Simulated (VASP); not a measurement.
# SiO2: single point with LDA

SiO2:

```
Si O
1.0
     4.25490    0.00000    0.00000
     0.00000    4.25490    0.00000
     0.00000    0.00000    2.78910
Si O
2 4
Direct
  0.50000 0.50000 0.50000
  0.00000 0.00000 0.00000
  0.69443 0.69443 0.00000
  0.19443 0.80557 0.50000
  0.30557 0.30557 0.00000
  0.80557 0.19443 0.50000
```

| Item | Value |
| --- | --- |
| Program | VASP 6.6.1 |
| Task | single point |
| Functional | LDA |
| Potentials or basis | VASP PAW LDA potentials, release 64 (Si, O) |
| Cutoff | 520 eV |
| k mesh | 6 × 6 × 8 |
| Occupations | gaussian, width 0.05 eV |
| Spin | no spin polarisation |

The pressure is -26.1 GPa, the largest force is 0.324 eV/Å and the band gap on the k mesh is 4.09 eV, direct.

Forces in eV/Å, atoms in the order of the input:
```
Si   0.000  0.000  0.000
Si   0.000  0.000  0.000
O   -0.229 -0.229  0.000
O   -0.229  0.229  0.000
O    0.229  0.229  0.000
O    0.229 -0.229  0.000
```

Stress tensor (GPa, compression positive):
```
-21.61   0.00   0.00
  0.00 -21.61   0.00
  0.00   0.00 -34.93
```

Levels at points of the mesh, in eV from the valence-band top:
```
           k point  band 13  band 14  band 15  band 16  band 17  band 18  band 19  band 20
(0.00, 0.00, 0.00)    -2.55    -0.83    -0.83     0.00     4.09     5.74     7.30     7.30
(0.50, 0.00, 0.00)    -2.64    -2.64    -0.97    -0.97     6.36     6.36     7.92     7.92
(0.50, 0.50, 0.00)    -2.63    -2.63    -1.98    -1.98     6.11     6.11     8.84     8.84
(0.00, 0.00, 0.50)    -2.87    -2.87    -2.43    -2.43     7.85     7.85    11.56    11.56
(0.50, 0.00, 0.50)    -2.09    -2.09    -1.59    -1.59     7.71     7.71     9.02     9.02
(0.50, 0.50, 0.50)    -1.58    -1.58    -1.39    -1.39     6.09     6.09    10.25    10.25
```

Wall time 38 s on 1 thread of Intel Xeon 6975P-C, with other jobs on the host, peak memory 0.17 GiB.

A k mesh can miss the band edges. As with any semilocal functional, this LDA gap is likely too small.
